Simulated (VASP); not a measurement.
Runs of VASP 6.6.1 on Bi. The structure is that of space group R-3m (No. 166), or close to it. The cells are those of the table. 

```csv
cell,cutoff (eV),gap on the mesh (eV),pressure (GPa),largest force (eV/Å)
"a = 4.682 Å, angles 57.2°, 2 atoms",520,none,(b),0.40
"a = 4.649 Å, angles 57.2°, 2 atoms",520,none,5.3,0.51
"a = 4.713 Å, angles 57.7°, 2 atoms",400,none,2.1,0.26
"a = 4.714 Å, angles 57.2°, 2 atoms",520,none,(a),0.30
"a = 4.647 Å, angles 58.6°, 2 atoms",400,none,3.2,0.37
```

Alike in all rows: task electric field gradients; level PBE; potentials or basis VASP PAW PBE potentials, release 64 (Bi_d); no spin polarisation; k mesh 11 × 11 × 11; smearing fermi-dirac 0.03 eV.

**Question.** Fill in the values left out.

**Answer.** (a) 2.8; (b) 4.0.

Caveats: spin-orbit coupling is left out, which moves the levels of the heavy elements; the cell stands under pressure (at least some runs).

A k mesh can miss the band edges, and the runs leave out spin-orbit coupling on Bi.

A gap of «none» marks levels without a gap at the run's occupations.
